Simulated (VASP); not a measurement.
# MnO: single point with PBE

Crystal: MnO.

```
CELL_PARAMETERS angstrom
3.37170 0.00000 0.00000
-1.68585 2.91998 0.00000
0.00000 0.00000 5.38550
ATOMIC_POSITIONS crystal
Mn 0.33333 0.66667 0.01096
Mn 0.66667 0.33333 0.51096
O 0.33333 0.66667 0.37547
O 0.66667 0.33333 0.87547
```

```yaml
Program: VASP 6.6.1
Task: single point
Functional: PBE
Potentials_or_basis: VASP PAW PBE potentials, release 64 (Mn_pv, O)
Cutoff: 520 eV
k_mesh: 9 × 9 × 5
Occupations: fermi-dirac, width 0.05 eV
Spin: collinear spin, ferromagnetic start
Starting_moments: "[5.5, 5.5, 0.0, 0.0] μB"
Dipole_correction: no
Further_INCAR_settings: ALGO = Normal; EDIFF = 1e-07; NBANDS = 31
```

The pressure is 6.5 GPa. The largest force is 0.663 eV/Å, the band gap on the k mesh is zero (filled and empty bands overlap) and the net moment is 9.99 μB per cell. The site moments are Mn +4.41; O +0.20 μB. The valence electrons inside the program's atomic spheres are Mn 11.43; O 5.02.

Forces in eV/Å, atoms in the order of the input:
```
Mn   0.000  0.000 -0.663
Mn   0.000  0.000 -0.663
O    0.000  0.000  0.663
O    0.000  0.000  0.663
```

Stress tensor (GPa, compression positive):
```
 3.75  0.00  0.00
 0.00  3.75  0.00
 0.00  0.00 12.07
```

Levels at points of the mesh, in eV from the Fermi level:
Spin up:
```csv
k point,band 20,band 21,band 22,band 23,band 24,band 25,band 26,band 27,band 28,band 29
"(0.00, 0.00, 0.00)",-1.50,-1.09,-1.09,-0.02,-0.02,0.05,3.72,5.58,11.55,11.55
```
Spin down:
```csv
k point,band 12,band 13,band 14,band 15,band 16,band 17
"(0.00, 0.00, 0.00)",-4.95,-4.74,-4.74,-0.09,0.94,0.94
```

It took 3.7 min on 1 thread of Intel Xeon 8259CL, with other jobs on the host, peak memory 0.24 GiB.

Caveat: the stress differs along the axes, from 4 to 12 GPa; semilocal functionals often make such compounds metallic where correlation or magnetic order opens a gap, which also shifts bond lengths; the run started ferromagnetic, and an antiferromagnetic order may lie lower in energy. With open d or f shells a metallic result of PBE can be an artefact of self-interaction; +U or a hybrid may open a gap.
